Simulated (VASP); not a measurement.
# AgCl (P6_3/mmc) in VASP: a series of runs, part 2 of 2

VASP 6.6.1. Earlier steps stand in the parts before.

### 3 Single point, r2SCAN (volume changed by +6%)

POSCAR reads:

```
AgCl
1.0
    4.0834090426      0.0000000000      0.0000000000
   -2.0417045213      3.5363359649      0.0000000000
    0.0000000000      0.0000000000      6.3226549029
Ag Cl
2 2
Direct
    0.0000000000      0.0000000000      0.0000000000
    0.0000000000      0.0000000000      0.5000000000
    0.3333333333      0.6666666667      0.2500000000
    0.6666666667      0.3333333333      0.7500000000
```

INCAR.step1 reads:

```
ALGO = Normal
EDIFF = 1E-4
ENCUT = 520
GGA = PE
ISMEAR = 0
LASPH = True
LCHARG = False
LREAL = False
LWAVE = True
NBANDS = 26
NELM = 60
PREC = Accurate
SIGMA = 0.01
```

INCAR.step2 reads:

```
ALGO = Normal
EDIFF = 1E-7
ENCUT = 520
ISIF = 2
ISMEAR = 0
ISTART = 1
LASPH = True
LCHARG = False
LMIXTAU = True
LREAL = False
LWAVE = False
METAGGA = R2SCAN
NBANDS = 26
NELM = 60
PREC = Accurate
SIGMA = 0.01
```

KPOINTS reads:

```
k-points
0
Gamma
  6 6 4
```

Potentials or basis: VASP PAW PBE potentials, release 64 (Ag, Cl).

Command:

```bash
$ cat potpaw_PBE.64/Ag/POTCAR potpaw_PBE.64/Cl/POTCAR > POTCAR
$ cp INCAR.step1 INCAR
$ mpirun -np 1 vasp_std > vasp.out
$ cp INCAR.step2 INCAR
$ mpirun -np 1 vasp_std > vasp.out
```

Wall time 91 s (1 thread of Intel Xeon 6975P-C (Granite Rapids), shared host); peak memory 0.23 GiB.

The run converged. Its results:

```yaml
Free_energy: -57.2177 eV
Pressure: -2.7 GPa
Band_gap_on_the_k_mesh: 1.42 eV, direct
```

Levels at points of the mesh, in eV from the valence-band top:
| k point | band 16 | band 17 | band 18 | band 19 | band 20 | band 21 |
| --- | --- | --- | --- | --- | --- | --- |
| (0.00, 0.00, 0.00) | -1.00 | 0.00 | 0.00 | 1.42 | 4.72 | 7.43 |
| (0.50, 0.00, 0.00) | -1.50 | -0.21 | -0.03 | 4.88 | 5.01 | 5.42 |
| (0.00, 0.00, 0.50) | -0.62 | -0.62 | -0.62 | 3.34 | 3.34 | 8.77 |
| (0.50, 0.00, 0.50) | -0.82 | -0.77 | -0.77 | 4.03 | 4.03 | 8.25 |

Caveat: the cell differs from its parent crystal (volume changed by +6%); the PAW data sets were made with another functional, which shifts forces and pressure a little.

### 4 Single point, PBE

This run uses another cell than the first one, of 21.53 Å³/atom, 0.971 times its volume.

INCAR reads:

```
PREC = Accurate
ENCUT = 520
EDIFF = 1E-6
ISMEAR = 0
SIGMA = 0.01
LREAL = False
LASPH = True
NELM = 100
ALGO = Normal
ISIF = 2
LWAVE = False
LCHARG = False
GGA = PE
NBANDS = 26
```

KPOINTS reads:

```
regular mesh
0
Gamma
  12 12 4
```

POSCAR reads:

```
AgCl
1.0
    4.0048623878      0.0000000000      0.0000000000
   -2.0024311939      3.4683125665      0.0000000000
    0.0000000000      0.0000000000      6.2010351026
Ag Cl
2 2
Direct
    0.0000000000      0.0000000000      0.0000000000
    0.0000000000      0.0000000000      0.5000000000
    0.3333333333      0.6666666667      0.2500000000
    0.6666666667      0.3333333333      0.7500000000
```

Potentials or basis: VASP PAW PBE potentials, release 64 (Ag, Cl).

Command:

```bash
$ cat potpaw_PBE.64/Ag/POTCAR potpaw_PBE.64/Cl/POTCAR > POTCAR
$ mpirun -np 1 vasp_std > vasp.out
```

OUTCAR:

```text
PREC = Accurate
   ENCUT = 520
   EDIFF = 1E-6
   ISMEAR = 0
   LREAL = False
   LASPH = True
   NELM = 100
   ISIF = 2
   GGA = PE

 ion  position               nearest neighbor table
   1  0.000  0.000  0.000-   3 2.78   4 2.78   4 2.78   3 2.78   4 2.78   3 2.78   2 3.10   2 3.10

   2  0.000  0.000  0.500-   3 2.78   4 2.78   4 2.78   3 2.78   4 2.78   3 2.78   1 3.10   1 3.10

   3  0.333  0.667  0.250-   1 2.78   2 2.78   1 2.78   2 2.78   1 2.78   2 2.78
   4  0.667  0.333  0.750-   1 2.78   2 2.78   1 2.78   2 2.78   1 2.78   2 2.78

[... 893 lines left out ...]

 [... further k-points ...]
[... 5 lines left out ...]
  --------------------------------------------------------------------------------------
  -------------------------------------------------------------------------------------
  Total        0.8653580      0.8653580      0.6948169      0.0000000     -0.0000000      0.0000000
  in kB       16.0966831     16.0966831     12.9244155      0.0000000     -0.0000000      0.0000000
  external PRESSURE =      15.0392605 kB  Pullay stress =       0.0000000 kB

 VOLUME and BASIS-vectors are now :
 -----------------------------------------------------------------------------
  energy-cutoff  :      520.00
  volume of cell :       86.13
      direct lattice vectors                 reciprocal lattice vectors
     4.004862388  0.000000000  0.000000000     0.249696470  0.144162324  0.000000000
    -2.002431194  3.468312566  0.000000000     0.000000000  0.288324648  0.000000000
     0.000000000  0.000000000  6.201035103     0.000000000  0.000000000  0.161263399

 POSITION                                       TOTAL-FORCE (eV/Angst)
 -----------------------------------------------------------------------------------
      0.00000      0.00000      0.00000         0.000000      0.000000     -0.000000
      0.00000      0.00000      3.10052         0.000000      0.000000     -0.000000
     -0.00000      2.31221      1.55026        -0.000000     -0.000000      0.000000
      2.00243      1.15610      4.65078         0.000000      0.000000      0.000000
 -----------------------------------------------------------------------------------
    total drift:                               -0.000000      0.000000     -0.000000

  FREE ENERGIE OF THE ION-ELECTRON SYSTEM (eV)
  ---------------------------------------------------
  free  energy   TOTEN  =       -10.7843169837 eV

  energy  without entropy=      -10.7843169837  energy(sigma->0) =      -10.78431698
```

OSZICAR:

```text
N       E                     dE             d eps       ncg     rms          rms(c)
DAV:   1     0.238409897220E+03    0.23841E+03   -0.17364E+04  2988   0.126E+03
DAV:   2     0.235708529864E+01   -0.23605E+03   -0.22510E+03  3318   0.281E+02
DAV:   3    -0.110262006180E+02   -0.13383E+02   -0.13275E+02  3492   0.678E+01
DAV:   4    -0.111852091861E+02   -0.15901E+00   -0.15884E+00  3270   0.808E+00
DAV:   5    -0.111876004378E+02   -0.23913E-02   -0.23911E-02  3458   0.103E+00    0.880E+00
DAV:   6    -0.107880862713E+02    0.39951E+00   -0.71486E-01  3172   0.887E+00    0.598E+00
DAV:   7    -0.107880639728E+02    0.22299E-04   -0.33025E-01  3036   0.315E+00    0.248E+00
DAV:   8    -0.107839941581E+02    0.40698E-02   -0.16666E-02  3250   0.113E+00    0.485E-01
DAV:   9    -0.107841708097E+02   -0.17665E-03   -0.39283E-03  3306   0.570E-01    0.598E-02
DAV:  10    -0.107842588733E+02   -0.88064E-04   -0.17096E-04  3298   0.977E-02    0.381E-02
DAV:  11    -0.107843177408E+02   -0.58868E-04   -0.64528E-05  3010   0.571E-02    0.156E-02
DAV:  12    -0.107843169837E+02    0.75712E-06   -0.60351E-06  3518   0.302E-02
   1 F= -.10784317E+02 E0= -.10784317E+02  d E =-.103617E-60
```

It took 38 s on 1 thread of Intel Xeon 6975P-C (Granite Rapids), shared host; peak memory 0.26 GiB.

What came out:

| Item | Value |
| --- | --- |
| Free energy | -10.7843 eV |
| Pressure | 1.5 GPa |
| Band gap on the k mesh | 0.91 eV, direct |

Levels at points of the mesh, in eV from the valence-band top:
| k point | band 14 | band 15 | band 16 | band 17 | band 18 | band 19 | band 20 | band 21 | band 22 | band 23 |
| --- | --- | --- | --- | --- | --- | --- | --- | --- | --- | --- |
| (0.00, 0.00, 0.00) | -1.88 | -1.88 | -1.06 | 0.00 | 0.00 | 0.91 | 4.10 | 7.15 | 7.90 | 7.90 |
| (0.50, 0.00, 0.00) | -1.88 | -1.81 | -1.63 | -0.23 | -0.04 | 4.50 | 4.53 | 4.82 | 7.73 | 7.77 |
| (0.00, 0.00, 0.50) | -2.07 | -0.67 | -0.67 | -0.67 | -0.67 | 2.92 | 2.92 | 8.30 | 8.30 | 8.70 |
| (0.50, 0.00, 0.50) | -1.90 | -0.90 | -0.90 | -0.84 | -0.84 | 3.50 | 3.50 | 7.83 | 7.83 | 8.25 |

A k mesh can miss the band edges. Expect the measured gap to be larger: semilocal functionals such as PBE lack the derivative discontinuity.

### 5 Summary

| level | cell | k mesh | gap on the mesh (eV) | pressure (GPa) |
| --- | --- | --- | --- | --- |
| r2SCAN | a = 4.045, b = 4.045, c = 6.262 Å, angles 90.0, 90.0, 120.0°, 4 atoms | 6 × 6 × 4 | 1.43 | -1.5 |
| r2SCAN | a = 4.083, b = 4.083, c = 6.323 Å, angles 90.0, 90.0, 120.0°, 4 atoms | 6 × 6 × 4 | 1.42 | -2.7 |
| PBE | a = 4.005, b = 4.005, c = 6.201 Å, angles 90.0, 90.0, 120.0°, 4 atoms | 12 × 12 × 4 | 0.91 | 1.5 |

Alike in all rows: task single point; potentials or basis VASP PAW PBE potentials, release 64 (Ag, Cl); no spin polarisation; cutoff (eV) 520; smearing gaussian 0.01 eV.

Caveats: the PAW data sets were made with another functional, which shifts forces and pressure a little (some runs).

Total energies depend on the potentials used, so only differences within one code and one set of settings carry meaning.
